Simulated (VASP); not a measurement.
**Ta4O: single point with PBEsol**

The system is Ta4O.

```
CELL_PARAMETERS angstrom
3.23205 -0.01525 0.02886
-0.01525 3.26076 -0.02398
0.06564 -0.05454 7.38309
ATOMIC_POSITIONS crystal
Ta 0.05579 0.01760 0.49592
Ta 0.50999 0.48448 0.78302
Ta 0.49590 0.51050 0.22474
Ta 0.02720 0.01200 0.99005
O 0.48610 0.45127 0.51486
```

```
Program                : VASP 6.6.1
Task                   : single point
Functional             : PBEsol
Potentials or basis    : VASP PAW PBE potentials, release 64 (Ta_pv, O)
Cutoff                 : 520 eV
k mesh                 : 10 × 10 × 4
Occupations            : gaussian, width 0.1 eV
Spin                   : no spin polarisation
Dipole correction      : no
Further INCAR settings : ALGO = Normal; EDIFF = 1e-06; NBANDS = 33
```

```yaml
Pressure: 0.0 GPa
Largest_force: 2.799 eV/Å
Band_gap_on_the_k_mesh: zero (bands 25 and 26 overlap by 1.20 eV)
```

Forces in eV/Å, atoms in the order of the input:
```
Ta  -2.181 -1.752  0.075
Ta   1.095  0.892  0.915
Ta   0.968  0.186 -0.587
Ta  -1.057 -0.632  1.385
O    1.176  1.306 -1.789
```

Stress tensor (GPa, compression positive):
```
 0.58  6.08  0.11
 6.08  0.47  0.80
 0.11  0.80 -0.98
```

Levels at points of the mesh, in eV from the Fermi level:
| k point | band 23 | band 24 | band 25 | band 26 | band 27 | band 28 |
| --- | --- | --- | --- | --- | --- | --- |
| (0.00, 0.00, 0.00) | -0.57 | -0.26 | -0.04 | 0.76 | 1.02 | 1.28 |
| (0.50, 0.00, 0.00) | -0.84 | -0.53 | 0.37 | 0.73 | 1.13 | 1.35 |
| (0.00, 0.50, 0.00) | -0.81 | -0.53 | 0.32 | 0.67 | 1.04 | 1.48 |
| (0.50, 0.50, 0.00) | -1.30 | -0.66 | -0.54 | 1.05 | 2.23 | 2.90 |
| (0.00, 0.00, 0.50) | -0.44 | -0.05 | 0.14 | 0.54 | 0.93 | 1.19 |
| (0.50, 0.00, 0.50) | -1.00 | -0.53 | -0.39 | 0.83 | 1.42 | 1.82 |
| (0.00, 0.50, 0.50) | -0.89 | -0.52 | -0.21 | 0.75 | 1.16 | 1.68 |
| (0.50, 0.50, 0.50) | -1.62 | 0.10 | 0.26 | 0.57 | 2.06 | 2.29 |

It took 2.9 min on 1 thread of Intel(R) Xeon(R) 6975P-C (Granite Rapids), on a shared host, peak memory 0.49 GiB.

Caveat: the PAW data sets were made with another functional, which shifts forces and pressure a little; spin-orbit coupling is left out, which moves the levels of the heavy elements.
